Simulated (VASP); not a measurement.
Set up this calculation in VASP 6.6.1, as the native input.

| Item | Value |
| --- | --- |
| Task | single point |
| Functional | PBEsol |
| Potentials or basis | VASP PAW PBE potentials, release 64 (V_sv) |
| Cutoff | 520 eV |
| k mesh | 8 × 8 × 8 |
| Occupations | gaussian, width 0.1 eV |
| Spin | collinear spin, ferromagnetic start |
| Starting moments | [2.0] μB |
| Dipole correction | no |
| Further INCAR settings | ALGO = Normal; EDIFF = 1e-06; NBANDS = 16 |

The structure of V lies in POSCAR:

```
V
1.0
    0.0000000000      2.1395283942      2.1395283942
    2.1395283942      0.0000000000      2.1395283942
    2.1395283942      2.1395283942      0.0000000000
V
1
Direct
    0.0000000000      0.0000000000      0.0000000000
```

These files were run (other wordings do the same):

INCAR

```
SYSTEM = V
PREC = Accurate ; ENCUT = 520
EDIFF = 1E-6 ; ISMEAR = 0
SIGMA = 0.1 ; LREAL = .False.
LASPH = .True. ; NELM = 150
ALGO = Normal ; ISIF = 2
LWAVE = .False. ; LCHARG = .False.
ISPIN = 2 ; MAGMOM = 2
LORBIT = 11 ; LMAXMIX = 4
GGA = PS ; NBANDS = 16
```

KPOINTS

```
Automatic mesh
0
Gamma
  8 8 8
  0 0 0
```

Potentials or basis: VASP PAW PBE potentials, release 64 (V_sv).

The run is started by

```sh
$ cat potpaw_PBE.64/V_sv/POTCAR > POTCAR
$ mpirun -np 1 vasp_std > vasp.out
```

It gave:

```json
{"Pressure": "-33.3 GPa", "Net moment": "0.23 μB per cell", "Site moments": "V +0.19 μB", "Valence electrons inside the program's atomic spheres": "V 11.19"}
```

Caveat: the PAW data sets were made with another functional, which shifts forces and pressure a little.

Run time: 15 s on 1 thread of AMD EPYC 7R13 Processor (Zen 3), on a shared host, peak memory 0.12 GiB.
